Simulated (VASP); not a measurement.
Input of a VASP 6.6.1 run:

File INCAR:

```
PREC = Accurate
ENCUT = 600
EDIFF = 1E-7
ISMEAR = 0
SIGMA = 0.02
LREAL = F
LASPH = T
NELM = 100
ALGO = Normal
ISIF = 3
LWAVE = F
LCHARG = F
GGA = PE
IBRION = 2
NSW = 100
EDIFFG = -0.005
```

File KPOINTS:

```
Automatic mesh
0
Gamma
  12 12 2
```

File POSCAR:

```
WS2
1.0
    3.1877751688      0.0000000000      0.0000000000
   -1.5938875844      2.7606942778      0.0000000000
    0.0000000000      0.0000000000     14.8712780525
W S
2 4
Direct
    0.3333333333      0.6666666667      0.2500000000
    0.6666666667      0.3333333333      0.7500000000
    0.3333333333      0.6666666667      0.6443541037
    0.6666666667      0.3333333333      0.1443541037
    0.3333333333      0.6666666667      0.8556458963
    0.6666666667      0.3333333333      0.3556458963
```

Potentials or basis: VASP PAW PBE potentials, release 64 (W_sv, S).

The run is started by

```sh
$ cat potpaw_PBE.64/W_sv/POTCAR potpaw_PBE.64/S/POTCAR > POTCAR
$ mpirun -np 1 vasp_std > vasp.out
```

Q: Estimate the band gap on the k mesh.

A: 1.64 eV, indirect (least direct gap 1.80 eV).

Final structure:
```yaml
crystal:
  lattice:
    - [3.18778, 0.00000, 0.00000]
    - [-1.59389, 2.76069, 0.00000]
    - [0.00000, 0.00000, 14.87128]
  atoms:
    - { symbol: W, position: [0.33333, 0.66667, 0.25000] }
    - { symbol: W, position: [0.66667, 0.33333, 0.75000] }
    - { symbol: S, position: [0.33333, 0.66667, 0.64435] }
    - { symbol: S, position: [0.66667, 0.33333, 0.14435] }
    - { symbol: S, position: [0.33333, 0.66667, 0.85565] }
    - { symbol: S, position: [0.66667, 0.33333, 0.35565] }
```

Caveat: the relaxation stopped at its first step, so nothing moved; spin-orbit coupling is left out, which moves the levels of the heavy elements. PBE gaps usually lie below the measured ones, often by a third to a half.
